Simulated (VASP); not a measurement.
Here is a VASP 6.6.1 calculation.

The input INCAR:

```
PREC = Accurate
ENCUT = 520
EDIFF = 1E-6
ISMEAR = 0
SIGMA = 0.1
LREAL = F
LASPH = T
NELM = 100
ALGO = Normal
ISIF = 2
LWAVE = F
LCHARG = F
GGA = PE
NBANDS = 41
```

The input KPOINTS:

```
regular mesh
0
Gamma
  3 3 4
```

File POSCAR:

```
Mg5ZnS6
1.0
    6.9595104000      0.0000000000      0.0000000000
   -3.4797552000      6.0271128000      0.0000000000
    0.0000000000      0.0000000000      6.4698922000
Mg Zn S
5 1 6
Direct
    0.0000000000      0.6698280000      0.0024080000
    0.6698280000      0.0000000000      0.0024080000
    0.3301720000      0.3301720000      0.0024080000
    0.3333333000      0.6666667000      0.5029450000
    0.6666667000      0.3333333000      0.5029450000
    0.0000000000      0.0000000000      0.5042070000
    0.0000000000      0.6768880000      0.3846750000
    0.6768880000      0.0000000000      0.3846750000
    0.3231120000      0.3231120000      0.3846750000
    0.3333333000      0.6666667000      0.8842660000
    0.0000000000      0.0000000000      0.8701200000
    0.6666667000      0.3333333000      0.8842660000
```

Potentials or basis: VASP PAW PBE potentials, release 64 (Mg, Zn, S).

Run with:

```bash
$ cat potpaw_PBE.64/Mg/POTCAR potpaw_PBE.64/Zn/POTCAR potpaw_PBE.64/S/POTCAR > POTCAR
$ mpirun -np 1 vasp_std > vasp.out
```

What does it give for the band gap on the k mesh?

3.13 eV.

Estimate the pressure.

-0.1 GPa.

Predict the largest force.

0.024 eV/Å.

Forces in eV/Å, atoms in the order of the input:
```
Mg   0.000  0.000 -0.004
Mg   0.000  0.000 -0.004
Mg   0.000  0.000 -0.004
Mg   0.000  0.000 -0.004
Mg   0.000  0.000 -0.004
Zn   0.000  0.000 -0.007
S    0.008 -0.015 -0.002
S   -0.017  0.000 -0.002
S    0.008  0.015 -0.002
S    0.000  0.000  0.005
S    0.000  0.000  0.024
S    0.000  0.000  0.005
```
